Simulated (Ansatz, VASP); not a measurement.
Two plane-wave programs on Rh

The input INCAR:

```
PREC = Accurate
ENCUT = 520
EDIFF = 1E-6
ISMEAR = 0
SIGMA = 0.15
LREAL = False
LASPH = True
NELM = 100
ALGO = Fast
ISIF = 2
LWAVE = False
LCHARG = True
GGA = PE
LELF = True
LVHAR = True
NBANDS = 22
```

Contents of KPOINTS:

```
regular mesh
0
Gamma
  18 18 10
```

POSCAR

```
Rh
1.0
    2.8339000000      0.0000000000      0.0000000000
   -1.4169500000      2.4542293918      0.0000000000
    0.0000000000      0.0000000000      4.5956000000
Rh
2
Direct
    0.6666666667      0.3333333333      0.7500000000
    0.3333333333      0.6666666667      0.2500000000
```

Input for Ansatz:

```yaml
crystal:
  lattice:
    - [2.8339, 0.0, 0.0]
    - [-1.41695, 2.4542293918, 0.0]
    - [0.0, 0.0, 4.5956]
  atoms:
    - { symbol: Rh, position: [0.6666666667, 0.3333333333, 0.75] }
    - { symbol: Rh, position: [0.3333333333, 0.6666666667, 0.25] }
basis:
  ecutwfc: 420
kpoints:
  mp_grid: { grid: [18, 18, 10] }
hamiltonian:
  xc: pbe
  pseudopotentials: { kind: paw, azcp: { folder: soft_1 } }
scf:
  occupations: { method: gaussian, width: 0.15 }
output:
  forces: true
  stress: true
  eigenvalues: true
```

Alike in both runs: task single point; functional PBE; k mesh 18 × 18 × 10; occupations gaussian, width 0.15 eV; no spin polarisation.

```csv
,VASP,Ansatz
version,VASP 6.6.1,Ansatz 0.2.0
potentials or method,"VASP PAW PBE potentials, release 64 (Rh_pv), cutoff 520 eV","scalar-relativistic, plane waves, PAW"
valence electrons in the cell,30,34
```

```csv
,VASP,Ansatz,Ansatz less VASP
gap on the k mesh at the Fermi level (eV),none,none,-
pressure (GPa),-22.9,-22.9,0.00
"traceless stress, the component that is largest in VASP (GPa)",-1.09,-1.09,-0.006
```

A gap of «none» marks a metal or a gap that the smearing closes. VASP's potentials hold 30 valence electrons a cell and Ansatz's 34, so a difference there can come from the potentials and not from the codes.
